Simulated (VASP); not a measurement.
Wanted: the native input for a VASP 6.6.1 run.

```
Task                   : relaxation of cell and atoms
Functional             : PBEsol
Potentials or basis    : VASP PAW PBE potentials, release 64 (K_sv)
Cutoff                 : 600 eV
k mesh                 : 6 × 6 × 6
Occupations            : fermi-dirac, width 0.05 eV
Spin                   : no spin polarisation
Dipole correction      : no
Further INCAR settings : ALGO = Normal; EDIFF = 1e-07; IBRION = 2; EDIFFG = -0.01; NSW = 60; ISIF = 3
```

The structure of K lies in POSCAR:

```
K
1.0
    4.3104394900      0.0000000000      0.0000000000
    0.0000000000      4.3104394900      0.0000000000
    0.0000000000      0.0000000000      4.3104394900
K
1
Direct
    0.0000000000      0.0000000000      0.0000000000
```

This isn't the form of K at room conditions, which is bcc.

These files were run (other wordings do the same):

INCAR

```
SYSTEM = K
PREC = Accurate
ENCUT = 600
EDIFF = 1E-7
ISMEAR = -1
SIGMA = 0.05
LREAL = .False.
LASPH = .True.
NELM = 80
ALGO = Normal
ISIF = 3
LWAVE = .False.
LCHARG = .False.
GGA = PS
IBRION = 2
NSW = 60
EDIFFG = -0.01
```

KPOINTS

```
Automatic mesh
0
Gamma
  6 6 6
  0 0 0
```

Potentials or basis: VASP PAW PBE potentials, release 64 (K_sv).

The run is started by

```console
$ cat potpaw_PBE.64/K_sv/POTCAR > POTCAR
$ mpirun -np 1 vasp_std > vasp.out
```

Results of the run:

- Relaxed volume: 75.81 Å³/atom
- Relaxed cell: a = 4.232 Å, b = 4.232 Å, c = 4.232 Å, α = 90.00°, β = 90.00°, γ = 90.00°
- Space group after relaxing (to 0.1 Å): Pm-3m (No. 221)
- Energy gained by relaxing: 1.9 meV/atom
- Ionic steps: 4
- Pressure after relaxing: 0.0 GPa
- Band gap on the k mesh: zero (an odd number of electrons rules out a gap without spin polarisation)

Caveat: the PAW data sets were made with another functional, which shifts forces and pressure a little.

Wall time 54 s on 1 thread of Intel Xeon 8259CL, on a shared host, peak memory 0.21 GiB.
